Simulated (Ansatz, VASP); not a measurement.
## Two plane-wave programs on CsSnI3

File INCAR:

```
SYSTEM = CsSnI3
  ALGO = Normal
  EDIFF = 1E-7
  ENCUT = 520
  GGA = RP
  ISIF = 2
  ISMEAR = -1
  LASPH = .TRUE.
  LCHARG = .FALSE.
  LREAL = .FALSE.
  LWAVE = .FALSE.
  NBANDS = 30
  NELM = 100
  PREC = Accurate
  SIGMA = 0.05
```

File KPOINTS:

```
k-points
0
G
  5 5 5
  0 0 0
```

POSCAR

```
CsSnI3
1.0
    6.2057000000      0.0000000000      0.0000000000
    0.0000000000      6.2057000000      0.0000000000
    0.0000000000      0.0000000000      6.2057000000
Cs I Sn
1 3 1
Direct
    0.0000000000      0.0000000000      0.0000000000
    0.5000000000      0.5000000000      0.0000000000
    0.5000000000      0.0000000000      0.5000000000
    0.0000000000      0.5000000000      0.5000000000
    0.5000000000      0.5000000000      0.5000000000
```

input.yaml

```yaml
crystal:
  lattice:
    - [6.2057, 0.0, 0.0]
    - [0.0, 6.2057, 0.0]
    - [0.0, 0.0, 6.2057]
  atoms:
    - { symbol: Cs, position: [0.0, 0.0, 0.0] }
    - { symbol: I, position: [0.5, 0.5, 0.0] }
    - { symbol: I, position: [0.5, 0.0, 0.5] }
    - { symbol: I, position: [0.0, 0.5, 0.5] }
    - { symbol: Sn, position: [0.5, 0.5, 0.5] }
hamiltonian:
  xc: rpbe
  pseudopotentials: { kind: paw }
kpoints:
  mp_grid: { grid: [5, 5, 5] }
  band_path:
    path:
      - [[0.0, 0.0, 0.0], [0.0, 0.5, 0.0], [0.5, 0.5, 0.0], [0.0, 0.0, 0.0], [0.5, 0.5, 0.5], [0.0, 0.5, 0.0]]
      - [[0.5, 0.5, 0.0], [0.5, 0.5, 0.5]]
    npoints: 14
scf:
  occupations: { method: fermi_dirac, width: 0.05 }
  n_extra_bands: 12
output:
  forces: true
  stress: true
  eigenvalues: true
  fatbands: false
```

Alike in both runs: functional RPBE; k mesh 5 × 5 × 5; occupations fermi-dirac, width 0.05 eV; no spin polarisation.

|  | VASP | Ansatz |
| --- | --- | --- |
| version | VASP 6.6.1 | Ansatz 0.2.0 |
| potentials or method | VASP PAW PBE potentials, release 64 (Cs_sv, I, Sn_d) | Ansatz PAW |
| plane-wave cutoff (eV) | 520 | 420 |
| valence electrons in the cell | 44 | 74 |
| task | single point | band structure |

```tsv
	VASP	Ansatz	Ansatz less VASP
pressure (GPa)	1.6	1.6	+0.01
```

VASP's potentials were made for PBE, not for RPBE. VASP's potentials hold 44 valence electrons a cell and Ansatz's 74, so a difference there can come from the potentials and not from the codes.

Spin-orbit coupling is off throughout.
